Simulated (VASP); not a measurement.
# RbCl (Fm-3m) in VASP: further runs, part 2 of 2

VASP 6.6.1. Earlier steps stand in the parts before.

## Step 5: Single point, r2SCAN

Input file POSCAR:

```
RbCl
1.0
    0.0000000000      3.3058128251      3.3058128251
    3.3058128251      0.0000000000      3.3058128251
    3.3058128251      3.3058128251      0.0000000000
Rb Cl
1 1
Direct
    0.0000000000      0.0000000000      0.0000000000
    0.5000000000      0.5000000000      0.5000000000
```

Input file INCAR.step1:

```
ALGO = Normal
EDIFF = 1E-5
ENCUT = 550
GGA = PE
GGA_COMPAT = False
ISMEAR = 0
LASPH = True
LCHARG = False
LREAL = False
LWAVE = True
NBANDS = 15
NELM = 120
PREC = Accurate
SIGMA = 0.01
```

Input file INCAR.step2:

```
ALGO = Normal
EDIFF = 1E-6
ENCUT = 550
GGA_COMPAT = False
ISIF = 2
ISMEAR = 0
ISTART = 1
LASPH = True
LCHARG = False
LMIXTAU = True
LREAL = False
LWAVE = False
METAGGA = R2SCAN
NBANDS = 15
NELM = 120
PREC = Accurate
SIGMA = 0.01
```

Input file KPOINTS:

```
k-points
0
Gamma
  4 4 4
```

Potentials or basis: VASP PAW PBE potentials, release 64 (Rb_sv, Cl).

Command:

```bash
$ cat potpaw_PBE.64/Rb_sv/POTCAR potpaw_PBE.64/Cl/POTCAR > POTCAR
$ cp INCAR.step1 INCAR
$ mpirun -np 1 vasp_std > vasp.out
$ cp INCAR.step2 INCAR
$ mpirun -np 1 vasp_std > vasp.out
```

OUTCAR:

```text
EDIFF = 1E-6
   ENCUT = 550
   ISIF = 2
   ISMEAR = 0
   ISTART = 1
   LASPH = True
   LREAL = False
   METAGGA = R2SCAN
   NELM = 120
   PREC = Accurate

 ion  position               nearest neighbor table
   1  0.000  0.000  0.000-   2 3.31   2 3.31   2 3.31   2 3.31   2 3.31   2 3.31
   2  0.500  0.500  0.500-   1 3.31   1 3.31   1 3.31   1 3.31   1 3.31   1 3.31

  LATTYP: Found a face centered cubic cell.
 ALAT       =     6.6116256502

  Lattice vectors:

 A1 = (   0.0000000000,   3.3058128251,   3.3058128251)
 A2 = (   3.3058128251,   0.0000000000,   3.3058128251)
 A3 = (   3.3058128251,   3.3058128251,   0.0000000000)

Analysis of symmetry for initial positions (statically):
=====================================================================
 Subroutine PRICEL returns:
 Original cell was already a primitive cell.

 Routine SETGRP: Setting up the symmetry group for a
 face centered cubic supercell.

 Subroutine GETGRP returns: Found 48 space group operations
 (whereof 48 operations were pure point group operations)
 out of a pool of 48 trial point group operations.

[... 158 lines left out ...]
      5     -10.5215      2.00000
      6      -2.3473      2.00000
      7      -2.3473      2.00000
      8      -2.3473      2.00000
      9       3.2094      0.00000
     10       6.2589      0.00000
     11       6.2589      0.00000
     12       6.2589      0.00000
     13       7.4215      0.00000
     14       7.4215      0.00000
[... 113 lines left out ...]
      2     -14.8651      2.00000
      3     -10.6910      2.00000
      4     -10.6910      2.00000
      5     -10.5098      2.00000
      6      -2.7668      2.00000
      7      -2.5881      2.00000
      8      -2.5881      2.00000
      9       5.7965      0.00000
     10       5.7965      0.00000
     11       7.7892      0.00000
     12       7.8599      0.00000
     13      10.0387      0.00000
     14      10.1612      0.00000
     15      10.7605      0.00000

------------------------ aborting loop because EDIFF is reached ----------------------------------------

  FORCE on cell =-STRESS in cart. coord.  units (eV):
  Direction    XX          YY          ZZ          XY          YZ          ZX
  --------------------------------------------------------------------------------------
  -------------------------------------------------------------------------------------
  Total        0.0153022      0.0153022      0.0153022      0.0000000      0.0000000      0.0000000
  in kB        0.3393132      0.3393132      0.3393132      0.0000000      0.0000000      0.0000000
  external PRESSURE =       0.3393132 kB  Pullay stress =       0.0000000 kB

 VOLUME and BASIS-vectors are now :
 -----------------------------------------------------------------------------
  energy-cutoff  :      550.00
  volume of cell :       72.25
      direct lattice vectors                 reciprocal lattice vectors
     0.000000000  3.305812825  3.305812825    -0.151248733  0.151248733  0.151248733
     3.305812825  0.000000000  3.305812825     0.151248733 -0.151248733  0.151248733
     3.305812825  3.305812825  0.000000000     0.151248733  0.151248733 -0.151248733

 POSITION                                       TOTAL-FORCE (eV/Angst)
 -----------------------------------------------------------------------------------
      0.00000      0.00000      0.00000         0.000000      0.000000     -0.000000
      3.30581      3.30581      3.30581        -0.000000     -0.000000      0.000000
 -----------------------------------------------------------------------------------
    total drift:                                0.000000      0.000000      0.000000

  FREE ENERGIE OF THE ION-ELECTRON SYSTEM (eV)
  ---------------------------------------------------
  free  energy   TOTEN  =       -24.3855598453 eV

  energy  without entropy=      -24.3855598453  energy(sigma->0) =      -24.38555985
```

It took 48 s on 1 thread of Intel Xeon Platinum 8259CL at 2.50GHz (Skylake/Cascade Lake), shared host; peak memory 0.21 GiB.

What came out:

| Quantity | Value |
| --- | --- |
| Free energy | -24.3856 eV |
| Pressure | 0.0 GPa |
| Band gap on the k mesh | 5.56 eV |

Levels at points of the mesh, in eV from the valence-band top:
```
           k point  band 6  band 7  band 8  band 9  band 10  band 11
(0.00, 0.00, 0.00)    0.00    0.00    0.00    5.56     8.61     8.61
(0.50, 0.00, 0.00)   -0.83   -0.32   -0.32    8.18     8.49    10.86
(0.50, 0.50, 0.00)   -0.33   -0.10   -0.10    6.67     8.85    10.14
```

Caveat: the PAW data sets were made with another functional, which shifts forces and pressure a little.

## Step 6: Single point, HSE06

POSCAR is that of step 5.

Input file INCAR.step1:

```
SYSTEM = RbCl
  PREC = Accurate
  ENCUT = 400
  EDIFF = 1E-5
  ISMEAR = 0
  SIGMA = 0.01
  LREAL = .False.
  LASPH = .True.
  NELM = 120
  ALGO = Normal
  ISIF = 2
  LWAVE = .True.
  GGA = PE
  NBANDS = 15
  GGA_COMPAT = .False.
```

Input file INCAR.step2:

```
SYSTEM = RbCl
  PREC = Accurate
  ENCUT = 400
  EDIFF = 1E-6
  ISMEAR = 0
  SIGMA = 0.01
  LREAL = .False.
  LASPH = .True.
  NELM = 120
  ALGO = Normal
  ISIF = 2
  LWAVE = .False.
  LCHARG = .True.
  GGA = PE
  LHFCALC = .True.
  HFSCREEN = 0.2079
  PRECFOCK = Normal
  LELF = .True.
  LVHAR = .True.
  ISTART = 1
  NBANDS = 15
  GGA_COMPAT = .False.
```

Input file KPOINTS:

```
Automatic mesh
0
Gamma
  4 4 4
  0 0 0
```

Potentials or basis: VASP PAW PBE potentials, release 64 (Rb_sv, Cl).

Command:

```bash
$ cat potpaw_PBE.64/Rb_sv/POTCAR potpaw_PBE.64/Cl/POTCAR > POTCAR
$ cp INCAR.step1 INCAR
$ mpirun -np 1 vasp_std > vasp.out
$ cp INCAR.step2 INCAR
$ mpirun -np 1 vasp_std > vasp.out
```

OUTCAR:

```text
SYSTEM = RbCl
   PREC = Accurate
   ENCUT = 400
   EDIFF = 1E-6
   ISMEAR = 0
   LREAL = .False.
   LASPH = .True.
   NELM = 120
   ISIF = 2
   GGA = PE
   LHFCALC = .True.
   HFSCREEN = 0.2079
   PRECFOCK = Normal
   ISTART = 1

 ion  position               nearest neighbor table
   1  0.000  0.000  0.000-   2 3.31   2 3.31   2 3.31   2 3.31   2 3.31   2 3.31
   2  0.500  0.500  0.500-   1 3.31   1 3.31   1 3.31   1 3.31   1 3.31   1 3.31

  LATTYP: Found a face centered cubic cell.
 ALAT       =     6.6116256502

  Lattice vectors:

 A1 = (   0.0000000000,   3.3058128251,   3.3058128251)
 A2 = (   3.3058128251,   0.0000000000,   3.3058128251)
 A3 = (   3.3058128251,   3.3058128251,   0.0000000000)

Analysis of symmetry for initial positions (statically):
=====================================================================
 Subroutine PRICEL returns:
 Original cell was already a primitive cell.

 Routine SETGRP: Setting up the symmetry group for a
 face centered cubic supercell.

 Subroutine GETGRP returns: Found 48 space group operations
 (whereof 48 operations were pure point group operations)
 out of a pool of 48 trial point group operations.

The static configuration has the point symmetry O_h .

Analysis of symmetry for dynamics (positions and initial velocities):
=====================================================================
 Subroutine PRICEL returns:
 Original cell was already a primitive cell.

 Routine SETGRP: Setting up the symmetry group for a
 face centered cubic supercell.

 Subroutine GETGRP returns: Found 48 space group operations
 (whereof 48 operations were pure point group operations)
 out of a pool of 48 trial point group operations.

The dynamic configuration has the point symmetry O_h .

 Subroutine INISYM returns: Found 48 space group operations
 (whereof 48 operations are pure point group operations),
 and found     1 'primitive' translations

[... 114 lines left out ...]
   LEPSILON=     F    determine dielectric tensor
   LRPA    =     F    only Hartree local field effects (RPA)
 non-spin polarized calculation
 Gauss-broadening in eV      SIGMA  =   0.01
  energy-cutoff  :      400.00
  volume of cell :       72.25
 maximum number of plane-waves:      1363
  NGX = 24; NGY = 24; NGZ = 24

 number of electron      16.0000002 magnetization

 Free energy of the ion-electron system (eV)
  ---------------------------------------------------
  ext. energy  EPLUGINS =         0.00000000
  ---------------------------------------------------
  free energy    TOTEN  =        -7.74161430 eV

  energy without entropy =       -7.74161430  energy(sigma->0) =       -7.74161430

 E-fermi :  -2.8317     XC(G=0):  -6.1188

 val. band max:       -2.9157160135   @ k =   0.0000   0.0000   0.0000
 cond. band min:       3.3316138071   @ k =   0.0000   0.0000   0.0000
 fundamental gap:      6.2473298207
 Fermi energy:        -2.8317056052

 k-point     1 :       0.0000    0.0000    0.0000
  band No.  band energies     occupation
      1     -28.4304      2.00000
      2     -16.0378      2.00000
      3     -11.3182      2.00000
      4     -11.3182      2.00000
      5     -11.3182      2.00000
      6      -2.9157      2.00000
      7      -2.9157      2.00000
      8      -2.9157      2.00000
      9       3.3316      0.00000
     10       6.4777      0.00000
     11       6.4777      0.00000
     12       6.4777      0.00000
     13       7.5449      0.00000
     14       7.5449      0.00000
[... 113 lines left out ...]
      2     -16.0167      2.00000
      3     -11.4977      2.00000
      4     -11.4977      2.00000
      5     -11.3031      2.00000
      6      -3.3612      2.00000
      7      -3.1632      2.00000
      8      -3.1632      2.00000
      9       6.0739      0.00000
     10       6.0739      0.00000
     11       7.8624      0.00000
     12       7.9150      0.00000
     13      10.2252      0.00000
     14      10.4712      0.00000
     15      10.8675      0.00000

------------------------ aborting loop because EDIFF is reached ----------------------------------------

  FORCE on cell =-STRESS in cart. coord.  units (eV):
  Direction    XX          YY          ZZ          XY          YZ          ZX
  --------------------------------------------------------------------------------------
  -------------------------------------------------------------------------------------
  Total        0.1569792      0.1569792      0.1569792     -0.0000000     -0.0000000      0.0000000
  in kB        3.4808707      3.4808707      3.4808707     -0.0000000     -0.0000000      0.0000000
  external PRESSURE =       3.4808707 kB  Pullay stress =       0.0000000 kB

 VOLUME and BASIS-vectors are now :
 -----------------------------------------------------------------------------
  energy-cutoff  :      400.00
  volume of cell :       72.25
      direct lattice vectors                 reciprocal lattice vectors
     0.000000000  3.305812825  3.305812825    -0.151248733  0.151248733  0.151248733
     3.305812825  0.000000000  3.305812825     0.151248733 -0.151248733  0.151248733
     3.305812825  3.305812825  0.000000000     0.151248733  0.151248733 -0.151248733

 POSITION                                       TOTAL-FORCE (eV/Angst)
 -----------------------------------------------------------------------------------
      0.00000      0.00000      0.00000         0.000000      0.000000      0.000000
      3.30581      3.30581      3.30581        -0.000000     -0.000000     -0.000000
 -----------------------------------------------------------------------------------
    total drift:                                0.000000      0.000000      0.000000

  FREE ENERGIE OF THE ION-ELECTRON SYSTEM (eV)
  ---------------------------------------------------
  free  energy   TOTEN  =        -7.7416142956 eV

  energy  without entropy=       -7.7416142956  energy(sigma->0) =       -7.74161430
```

OUTCAR.step1:

```text
SYSTEM = RbCl
   PREC = Accurate
   ENCUT = 400
   EDIFF = 1E-5
   ISMEAR = 0
   LREAL = .False.
   LASPH = .True.
[... 346 lines left out ...]
      0.00000      0.00000      0.00000        -0.000000      0.000000      0.000000
      3.30581      3.30581      3.30581         0.000000     -0.000000     -0.000000
 -----------------------------------------------------------------------------------
    total drift:                                0.000000      0.000000      0.000000

  FREE ENERGIE OF THE ION-ELECTRON SYSTEM (eV)
  ---------------------------------------------------
  free  energy   TOTEN  =        -6.6698698415 eV

  energy  without entropy=       -6.6698698415  energy(sigma->0) =       -6.66986984
```

OSZICAR.step1:

```text
N       E                     dE             d eps       ncg     rms          rms(c)
DAV:   1     0.728475404700E+02    0.72848E+02   -0.58826E+03   240   0.759E+02
DAV:   2    -0.204468867415E+01   -0.74892E+02   -0.69145E+02   326   0.156E+02
DAV:   3    -0.692566787064E+01   -0.48810E+01   -0.48567E+01   324   0.403E+01
DAV:   4    -0.703323673875E+01   -0.10757E+00   -0.10756E+00   358   0.638E+00
DAV:   5    -0.703642397910E+01   -0.31872E-02   -0.31872E-02   339   0.903E-01    0.306E+00
DAV:   6    -0.667631544052E+01    0.36011E+00   -0.51239E-01   317   0.345E+00    0.233E+00
DAV:   7    -0.665396560269E+01    0.22350E-01   -0.12549E-01   303   0.182E+00    0.141E+00
DAV:   8    -0.666815128769E+01   -0.14186E-01   -0.16426E-02   294   0.794E-01    0.177E-01
DAV:   9    -0.666922081535E+01   -0.10695E-02   -0.15803E-03   324   0.204E-01    0.104E-01
DAV:  10    -0.666984660413E+01   -0.62579E-03   -0.56512E-04   254   0.143E-01    0.165E-02
DAV:  11    -0.666986360987E+01   -0.17006E-04   -0.29949E-05   289   0.327E-02    0.111E-02
DAV:  12    -0.666986984149E+01   -0.62316E-05   -0.13874E-05   253   0.213E-02
   1 F= -.66698698E+01 E0= -.66698698E+01  d E =-.474702E-32
```

It took 4.7 min on 1 thread of Intel Xeon Platinum 8259CL at 2.50GHz (Skylake/Cascade Lake), shared host; peak memory 0.27 GiB.

What came out:

```yaml
Free_energy: -7.7416 eV
Pressure: 0.3 GPa
Band_gap_on_the_k_mesh: 6.25 eV
```

Levels at points of the mesh, in eV from the valence-band top:
```
           k point  band 6  band 7  band 8  band 9  band 10  band 11
(0.00, 0.00, 0.00)    0.00    0.00    0.00    6.25     9.39     9.39
(0.50, 0.00, 0.00)   -0.86   -0.34   -0.34    8.99     9.31    11.66
(0.50, 0.50, 0.00)   -0.34   -0.11   -0.11    7.50     9.45    11.00
```

Caveat: the PAW data sets were made with another functional, which shifts forces and pressure a little.

## Step 7: Summary

```tsv
level	potentials or basis	cutoff (eV)	grid for exact exchange (PRECFOCK)	share of exact exchange	screening parameter	gap on the mesh (eV)	pressure (GPa)
PBE	VASP PAW PBE potentials, release 64 (Rb_sv, Cl)	500	-	-	-	4.95	0.6
LDA	VASP PAW LDA potentials, release 64 (Rb_sv, Cl)	500	-	-	-	4.52	-1.8
r2SCAN	VASP PAW PBE potentials, release 64 (Rb_sv, Cl)	550	-	-	-	5.56	0.0
HSE06	VASP PAW PBE potentials, release 64 (Rb_sv, Cl)	400	Normal	0.25	0.2079 1/Å	6.25	0.3
```

Alike in all rows: task single point; no spin polarisation; cell as given; k mesh 4 × 4 × 4; smearing gaussian 0.01 eV.

Caveats: the PAW data sets were made with another functional, which shifts forces and pressure a little (at least some runs).

Absolute energies hang on the potentials; compare differences alone.
